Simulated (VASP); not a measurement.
NaCl:

```xyz
2
Lattice="2.8600 0.0000 0.0000 0.0000 2.8600 0.0000 0.0000 0.0000 2.8600" Properties=species:S:1:pos:R:3 pbc="T T T"
Na    0.0000    0.0000    0.0000
Cl    1.4300    1.4300    1.4300
```

Program: VASP 6.6.1. Alike in all runs: no spin polarisation; cell as given; k mesh 8 × 8 × 8; smearing fermi-dirac 0.02 eV.

Problem. Order these runs on this cell by their pressure, lowest first.
A. level PBE; potentials or basis VASP PAW PBE potentials, release 64 (Na_pv, Cl); cutoff (eV) 400
B. level LDA; potentials or basis VASP PAW LDA potentials, release 64 (Na_pv, Cl); cutoff (eV) 500
C. level r2SCAN; potentials or basis VASP PAW PBE potentials, release 64 (Na_pv, Cl); cutoff (eV) 440

Solution. B (54.4 GPa), C (62.8 GPa), A (64.9 GPa).

Caveats: the cell stands under pressure; the PAW data sets were made with another functional, which shifts forces and pressure a little (at least some runs).
